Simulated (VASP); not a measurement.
LiF, 2 atoms in the cell. Symmetry: I4/mmm, No. 139, tetragonal system. Conventional cell: a = 2.777 Å, b = 2.777 Å, c = 4.229 Å, α = 90.00°, β = 90.00°, γ = 90.00°. Li (site symmetry 4/mmm) has 6 F at 1.96 to 2.11 Å within 2.6 Å. F (site symmetry 4/mmm) has 6 Li at 1.96 to 2.11 Å within 2.6 Å.  This cell differs from its parent crystal: strain -0.025 along x and y, +0.050 along z.

| Property | Result |
| --- | --- |
| Program | VASP 6.6.1 |
| Task | single point |
| Functional | PBE |
| Potentials or basis | VASP PAW PBE potentials, release 64 (Li_sv, F) |
| Cutoff | 520 eV |
| k mesh | 10 × 10 × 10 |
| Occupations | gaussian, width 0.05 eV |
| Spin | no spin polarisation |
| Dipole correction | no |
| Further INCAR settings | ALGO = Normal; EDIFF = 1e-06; NBANDS = 12 |

Potentials or basis: VASP PAW PBE potentials, release 64 (Li_sv, F).

The run is started by

```bash
$ cat potpaw_PBE.64/Li_sv/POTCAR potpaw_PBE.64/F/POTCAR > POTCAR
$ mpirun -np 1 vasp_std > vasp.out
```

Hardware: 1 thread of Intel(R) Xeon(R) 6975P-C (Granite Rapids) (shared host).

Problem. Estimate the wall time of this run.

Solution. It took 6.5 s on 1 thread of Intel(R) Xeon(R) 6975P-C (Granite Rapids), with other jobs on the host, peak memory 0.14 GiB. Counts: scf iterations 12, k points 102.
